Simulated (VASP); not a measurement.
Input of a VASP 6.6.1 run:

File INCAR:

```
  PREC = Accurate
  ENCUT = 520
  EDIFF = 1E-6
  ISMEAR = 0
  SIGMA = 0.15
  LREAL = F
  LASPH = T
  NELM = 120
  ALGO = Normal
  ISIF = 2
  LWAVE = F
  LCHARG = T
  LELF = T
  LVHAR = T
  NBANDS = 28
  GGA_COMPAT = F
```

KPOINTS

```
Automatic mesh
0
Gamma
  6 6 6
```

Contents of POSCAR:

```
Si8N
1.0
    4.6579848274      2.6892887940      1.8598059153
   -4.6579848274      2.6892887940      1.8598059153
    0.0000000000     -5.3785775880      1.8598059153
Si N
8 1
Direct
    0.0230623328      0.7214165780      0.5253456073
    0.9769376672      0.2785834220      0.4746543927
    0.7155045384      0.7155045384      0.7155045384
    0.2785834220      0.4746543927      0.9769376672
    0.4746543927      0.9769376672      0.2785834220
    0.7214165780      0.5253456073      0.0230623328
    0.2844954616      0.2844954616      0.2844954616
    0.5253456073      0.0230623328      0.7214165780
    0.5214165780      0.3253456073     -0.3769376672
```

Potentials or basis: VASP PAW LDA potentials, release 64 (Si, N).

Command:

```console
$ cat potpaw_LDA.64/Si/POTCAR potpaw_LDA.64/N/POTCAR > POTCAR
$ mpirun -np 1 vasp_std > vasp.out
```

(1) Estimate the largest force.

(2) Estimate the pressure.

(3) What does it give for the band gap on the k mesh?

Results:

(1) 1.527 eV/Å.

(2) 5.9 GPa.

(3) zero (an odd number of electrons rules out a gap without spin polarisation).

Caveat: an odd number of electrons without spin polarisation forces a metal; a magnetic or distorted state may lie lower.
